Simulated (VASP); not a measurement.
Wanted: the native input for a VASP 6.6.1 run.

```yaml
Task: single point
Functional: LDA
Potentials_or_basis: VASP PAW LDA potentials, release 64 (Pt)
Cutoff: 520 eV
k_mesh: 20 × 20 × 20
Occupations: fermi-dirac, width 0.1 eV
Spin: no spin polarisation
Dipole_correction: no
Further_INCAR_settings: ALGO = Normal; EDIFF = 1e-06; NBANDS = 11
```

The structure of Pt lies in POSCAR:

```
Pt
1.0
    0.0000000000      1.9474302061      1.9474302061
    1.9474302061      0.0000000000      1.9474302061
    1.9474302061      1.9474302061      0.0000000000
Pt
1
Direct
    0.0000000000      0.0000000000      0.0000000000
```

One way to write it, as run:

INCAR

```
SYSTEM = Pt
PREC = Accurate
ENCUT = 520
EDIFF = 1E-6
ISMEAR = -1
SIGMA = 0.1
LREAL = .False.
LASPH = .True.
NELM = 100
ALGO = Normal
ISIF = 2
LWAVE = .False.
LCHARG = .False.
GGA = CA
NBANDS = 11
```

KPOINTS

```
Automatic mesh
0
Gamma
  20 20 20
  0 0 0
```

Potentials or basis: VASP PAW LDA potentials, release 64 (Pt).

Command:

```console
$ cat potpaw_LDA.64/Pt/POTCAR > POTCAR
$ mpirun -np 1 vasp_std > vasp.out
```

It gave:

| Property | Result |
| --- | --- |
| Pressure | 0.9 GPa |
| Band gap on the k mesh | zero (band 5 reaches 12.07 eV, above the bottom of band 6 at 9.75 eV) |

Caveat: spin-orbit coupling is left out, which moves the levels of the heavy elements.

It took 23 s on 1 thread of AMD EPYC 7R13 Processor (Zen 3), with other jobs on the host, peak memory 0.12 GiB.
